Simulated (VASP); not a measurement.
The system is Re.

```
CELL_PARAMETERS angstrom
2.75052 0.00000 0.00000
-1.37526 2.38202 0.00000
0.00000 0.00000 8.98319
ATOMIC_POSITIONS crystal
Re 0.00000 0.00000 0.00000
Re 0.00000 0.00000 0.50000
Re 0.33333 0.66667 0.25000
Re 0.66667 0.33333 0.75000
```

```yaml
Program: VASP 6.6.1
Task: relaxation of cell and atoms
Functional: revPBE
Potentials_or_basis: VASP PAW PBE potentials, release 64 (Re)
Cutoff: 600 eV
k_mesh: 13 × 13 × 4
Occupations: fermi-dirac, width 0.1 eV
Spin: no spin polarisation
```

At the start: pressure 8.4 GPa; volume 14.71 Å³/atom.

Q: Where does the relaxation end?

A: Over 6 steps the energy falls by 10.9 meV/atom and the volume is 15.04 Å³/atom (+2.2 %); space group P6_3/mmc (No. 194, to 0.1 Å) before and after.

The path:
```
step  energy change (eV)  largest force (eV/Å)  pressure (GPa)  volume (Å³)
   1              0.0000                0.0000            8.41        58.86
   2              0.4516                0.0000          -25.91        65.67
   3             -0.0404                0.0000           -0.92        60.31
   4             -0.0404                0.0000           -0.58        60.26
   5             -0.0412                0.0000            0.62        60.06
   6             -0.0436                0.0000            0.03        60.15
```

Final structure:
```xyz
4
Lattice="2.7828 0.0000 0.0000 -1.3914 2.4100 0.0000 0.0000 0.0000 8.9691" Properties=species:S:1:pos:R:3 pbc="T T T"
Re    0.0000    0.0000    0.0000
Re    0.0000    0.0000    4.4846
Re    0.0000    1.6067    2.2423
Re    1.3914    0.8033    6.7269
```

Caveat: the highest band is partly filled, so the run has too few bands; the PAW data sets were made with another functional, which shifts forces and pressure a little.
